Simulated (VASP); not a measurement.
The system is NaCl.

```
Cl Na
1.0
     3.50219    0.00000    0.00000
     0.00000    3.50219    0.00000
     0.00000    0.00000    3.50219
Cl Na
1 1
Direct
  0.50000 0.50000 0.50000
  0.00000 0.00000 0.00000
```

| Quantity | Value |
| --- | --- |
| Program | VASP 6.6.1 |
| Task | relaxation of cell and atoms |
| Functional | LDA |
| Potentials or basis | VASP PAW LDA potentials, release 64 (Cl, Na_pv) |
| Cutoff | 600 eV |
| k mesh | 8 × 8 × 8 |
| Occupations | fermi-dirac, width 0.05 eV |
| Spin | no spin polarisation |

At the start: pressure -3.1 GPa; volume 21.48 Å³/atom.

**Question.** How do energy, volume and symmetry change on relaxing?

**Answer.** Over 16 steps the energy falls by 25.4 meV/atom and the volume is 19.14 Å³/atom (-10.9 %); space group Pm-3m (No. 221, to 0.05 Å).

The path:
```
step  energy change (eV)  largest force (eV/Å)  pressure (GPa)  volume (Å³)
   1              0.0000                0.0000           -3.09        42.96
   2             -0.0385                0.0000           -1.82        40.43
   3             -0.0468                0.0000            0.99        37.09
   4             -0.0508                0.0000            0.10        38.18
   5             -0.0508                0.0000           -0.07        38.30
   6             -0.0508                0.0000           -0.06        38.30
   7             -0.0508                0.0000           -0.08        38.29
   8             -0.0508                0.0000           -0.04        38.29
   9             -0.0508                0.0000           -0.05        38.29
  10             -0.0508                0.0000           -0.05        38.29
  11             -0.0508                0.0000           -0.05        38.29
  12             -0.0508                0.0000           -0.05        38.29
  13             -0.0508                0.0000           -0.05        38.29
  14             -0.0508                0.0000           -0.06        38.29
  15             -0.0508                0.0000           -0.07        38.29
  16             -0.0508                0.0000           -0.02        38.28
```

Final structure:
```
Cl Na
1.0
     3.37019    0.00000    0.00000
     0.00000    3.37019    0.00000
     0.00000    0.00000    3.37019
Cl Na
1 1
Direct
  0.50000 0.50000 0.50000
  0.00000 0.00000 0.00000
```
